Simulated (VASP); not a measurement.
# AlCuF6 (Fm-3m) in VASP: notebook, part 2 of 2

VASP 6.6.1. The steps go on from the part before.

## Step 3: Relaxation of cell and atoms, PBEsol

The input, INCAR:

```
SYSTEM = AlCuF6
  ALGO = Normal
  EDIFF = 1E-7
  EDIFFG = -0.03
  ENCUT = 600
  GGA = PS
  GGA_COMPAT = .False.
  IBRION = 2
  ISIF = 3
  ISMEAR = -1
  LASPH = .True.
  LCHARG = .False.
  LREAL = .False.
  LWAVE = .False.
  NELM = 120
  NELMIN = 4
  NSW = 80
  PREC = Accurate
  SIGMA = 0.05
```

The input, KPOINTS:

```
k-points
0
Gamma
  5 5 5
  0 0 0
```

The input, POSCAR:

```
AlCuF6
1.0
    0.0000000000      3.6973043643      3.6973043643
    3.6973043643      0.0000000000      3.6973043643
    3.6973043643      3.6973043643      0.0000000000
Al Cu F
1 1 6
Direct
    0.0000000000      0.0000000000      0.0000000000
    0.5000000000      0.5000000000      0.5000000000
    0.7554025126      0.2445974874      0.2445974874
    0.2445974874      0.2445974874      0.7554025126
    0.7554025126      0.7554025126      0.2445974874
    0.2445974874      0.7554025126      0.2445974874
    0.7554025126      0.2445974874      0.7554025126
    0.2445974874      0.7554025126      0.7554025126
```

Potentials or basis: VASP PAW PBE potentials, release 64 (Al, Cu, F).

The run is started by

```bash
> cat potpaw_PBE.64/Al/POTCAR potpaw_PBE.64/Cu/POTCAR potpaw_PBE.64/F/POTCAR > POTCAR
> mpirun -np 1 vasp_std > vasp.out
```

OUTCAR:

```text
SYSTEM = AlCuF6
   EDIFF = 1E-7
   EDIFFG = -0.03
   ENCUT = 600
   GGA = PS
   IBRION = 2
   ISIF = 3
   ISMEAR = -1
   LASPH = .True.
   LREAL = .False.
   NELM = 120
   NELMIN = 4
   NSW = 80
   PREC = Accurate

 ion  position               nearest neighbor table
   1  0.000  0.000  0.000-   3 1.81   4 1.81   5 1.81   6 1.81   7 1.81   8 1.81
   2  0.500  0.500  0.500-   3 1.89   4 1.89   5 1.89   6 1.89   7 1.89   8 1.89
   3  0.755  0.245  0.245-   1 1.81   2 1.89
   4  0.245  0.245  0.755-   1 1.81   2 1.89
   5  0.755  0.755  0.245-   1 1.81   2 1.89
   6  0.245  0.755  0.245-   1 1.81   2 1.89
   7  0.755  0.245  0.755-   1 1.81   2 1.89
   8  0.245  0.755  0.755-   1 1.81   2 1.89

  LATTYP: Found a face centered cubic cell.
 ALAT       =     7.3946087286

  Lattice vectors:

 A1 = (   0.0000000000,   3.6973043643,   3.6973043643)
 A2 = (   3.6973043643,   0.0000000000,   3.6973043643)
 A3 = (   3.6973043643,   3.6973043643,   0.0000000000)
[... 228 lines left out ...]
 cond. band min:      -1.5485412242   @ k =  -0.2000   0.2000   0.0000
 fundamental gap:      0.0878587309
 Fermi energy:        -1.5538607837

 k-point     1 :       0.0000    0.0000    0.0000
  band No.  band energies     occupation
      1     -23.5325      2.00000
      2     -22.5525      2.00000
      3     -22.5525      2.00000
      4     -22.5525      2.00000
      5     -22.2566      2.00000
      6     -22.2566      2.00000
[... 349 lines left out ...]
     32       9.9923      0.00000
     33      10.2573      0.00000

------------------------ aborting loop because EDIFF is reached ----------------------------------------

  FORCE on cell =-STRESS in cart. coord.  units (eV):
  Direction    XX          YY          ZZ          XY          YZ          ZX
  --------------------------------------------------------------------------------------
  -------------------------------------------------------------------------------------
  Total        0.0129903      0.0129903      0.0129903      0.0000000      0.0000000      0.0000000
  in kB        0.2058061      0.2058061      0.2058061      0.0000000      0.0000000      0.0000000
  external PRESSURE =       0.2058061 kB  Pullay stress =       0.0000000 kB

 VOLUME and BASIS-vectors are now :
 -----------------------------------------------------------------------------
  energy-cutoff  :      600.00
  volume of cell :      101.13
      direct lattice vectors                 reciprocal lattice vectors
     0.000000000  3.697831756  3.697831756    -0.135214372  0.135214372  0.135214372
     3.697831756 -0.000000000  3.697831756     0.135214372 -0.135214372  0.135214372
     3.697831756  3.697831756 -0.000000000     0.135214372  0.135214372 -0.135214372

 POSITION                                       TOTAL-FORCE (eV/Angst)
 -----------------------------------------------------------------------------------
      7.39566      3.69783      3.69783        -0.000000      0.000000      0.000000
      3.69783      3.69783      3.69783        -0.000000     -0.000000      0.000000
      1.80703      3.69783      3.69783         0.017216      0.000000      0.000000
      3.69783      3.69783      1.80703        -0.000000      0.000000      0.017216
      3.69783      3.69783      5.58863        -0.000000      0.000000     -0.017216
      3.69783      1.80703      3.69783        -0.000000      0.017216      0.000000
      3.69783      5.58863      3.69783        -0.000000     -0.017216      0.000000
      5.58863      3.69783      3.69783        -0.017216      0.000000      0.000000
 -----------------------------------------------------------------------------------
    total drift:                                0.000000      0.000000      0.000000

  FREE ENERGIE OF THE ION-ELECTRON SYSTEM (eV)
  ---------------------------------------------------
  free  energy   TOTEN  =       -38.4973569976 eV

  energy  without entropy=      -38.4361853041  energy(sigma->0) =      -38.46677115

 reached required accuracy - stopping structural energy minimisation
```

OSZICAR:

```text
N       E                     dE             d eps       ncg     rms          rms(c)
DAV:   1     0.752234907509E+03    0.75223E+03   -0.31303E+04   660   0.212E+03
DAV:   2     0.364519562180E+02   -0.71578E+03   -0.67845E+03   813   0.533E+02
DAV:   3    -0.447667989977E+02   -0.81219E+02   -0.80197E+02   766   0.199E+02
[... 20 lines left out ...]
DAV:   5    -0.384973570945E+02    0.77207E-05   -0.24758E-05  1004   0.159E-01    0.501E-03
DAV:   6    -0.384973572218E+02   -0.12730E-06   -0.49955E-06   867   0.181E-02    0.199E-03
DAV:   7    -0.384973571090E+02    0.11279E-06   -0.14624E-07   449   0.398E-03    0.120E-03
DAV:   8    -0.384973570060E+02    0.10301E-06   -0.66434E-08   427   0.397E-03    0.186E-04
DAV:   9    -0.384973569976E+02    0.83901E-08   -0.37011E-08   342   0.212E-03
   2 F= -.38497357E+02 E0= -.38466771E+02  d E =-.137865E-03
```

Wall time 2.1 min (1 thread of Intel Xeon 8259CL, shared host); peak memory 0.28 GiB.

What came out:

```
Free energy                           : -38.4974 eV
Relaxed volume                        : 12.64 Å³/atom
Relaxed cell                          : a = 5.230 Å, b = 5.230 Å, c = 5.230 Å, α = 60.00°, β = 60.00°, γ = 60.00°
Space group after relaxing (to 0.1 Å) : Fm-3m (No. 225)
Energy gained by relaxing             : 0.0 meV/atom
Ionic steps                           : 2
Pressure after relaxing               : 0.0 GPa
Largest force after relaxing          : 0.017 eV/Å
Band gap on the k mesh                : zero (bands 28 and 29 overlap by 0.15 eV)
```

Forces in eV/Å, atoms in the order of the input:
```
Al   0.000  0.000  0.000
Cu   0.000  0.000  0.000
F    0.017  0.000  0.000
F    0.000  0.000  0.017
F    0.000  0.000 -0.017
F    0.000  0.017  0.000
F    0.000 -0.017  0.000
F   -0.017  0.000  0.000
```

The path:
| step | energy change (eV) | largest force (eV/Å) | pressure (GPa) | volume (Å³) |
| --- | --- | --- | --- | --- |
| 1 | 0.0000 | 0.0400 | 0.04 | 101.08 |
| 2 | -0.0001 | 0.0172 | 0.02 | 101.13 |

Final structure:
```yaml
crystal:
  lattice:
    - [0.00000, 3.69783, 3.69783]
    - [3.69783, 0.00000, 3.69783]
    - [3.69783, 3.69783, 0.00000]
  atoms:
    - { symbol: Al, position: [0.00000, 0.00000, 0.00000] }
    - { symbol: Cu, position: [0.50000, 0.50000, 0.50000] }
    - { symbol: F, position: [0.75566, 0.24434, 0.24434] }
    - { symbol: F, position: [0.24434, 0.24434, 0.75566] }
    - { symbol: F, position: [0.75566, 0.75566, 0.24434] }
    - { symbol: F, position: [0.24434, 0.75566, 0.24434] }
    - { symbol: F, position: [0.75566, 0.24434, 0.75566] }
    - { symbol: F, position: [0.24434, 0.75566, 0.75566] }
```

Levels at points of the mesh, in eV from the Fermi level:
```csv
k point,band 25,band 26,band 27,band 28,band 29,band 30,band 31,band 32
"(0.00, 0.00, 0.00)",-0.60,-0.60,-0.60,0.18,0.18,6.84,11.44,12.11
```

Caveat: the PAW data sets were made with another functional, which shifts forces and pressure a little. With open d or f shells a metallic result of PBEsol can be an artefact of self-interaction; +U or a hybrid may open a gap.
